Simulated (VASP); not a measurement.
Input of a VASP 6.6.1 run:

The input INCAR:

```
SYSTEM = NaH
PREC = Accurate ; ENCUT = 520
EDIFF = 1E-6 ; ISMEAR = -1
SIGMA = 0.02 ; LREAL = .False.
LASPH = .True. ; NELM = 100
ALGO = Normal ; ISIF = 2
LWAVE = .False. ; LCHARG = .False.
GGA = PE ; NBANDS = 11
```

Contents of KPOINTS:

```
Automatic mesh
0
Gamma
  10 10 10
  0 0 0
```

Contents of POSCAR:

```
NaH
1.0
    0.0479502457      2.3975122828      2.3975122828
    2.3975122828      0.0479502457      2.3975122828
    2.4454625284      2.4454625284     -0.0000000001
Na H
1 1
Direct
    0.0000000000      0.0000000000      0.0000000000
    0.5000000000      0.5000000000      0.5000000000
```

Potentials or basis: VASP PAW PBE potentials, release 64 (Na_pv, H).

The run is started by

```sh
$ cat potpaw_PBE.64/Na_pv/POTCAR potpaw_PBE.64/H/POTCAR > POTCAR
$ mpirun -np 1 vasp_std > vasp.out
```

Q: Predict the band gap on the k mesh.

A: 3.69 eV (least direct gap 4.63 eV).

Q: Estimate the pressure.

A: 0.5 GPa.

Stress tensor (GPa, compression positive):
```
 0.56 -0.92  0.00
-0.92  0.56  0.00
 0.00  0.00  0.50
```

Caveat: the cell differs from its parent crystal (shear xy strain +4.0%); the structure was generated, so it needn't be the stable form of NaH. A k mesh can miss the band edges.
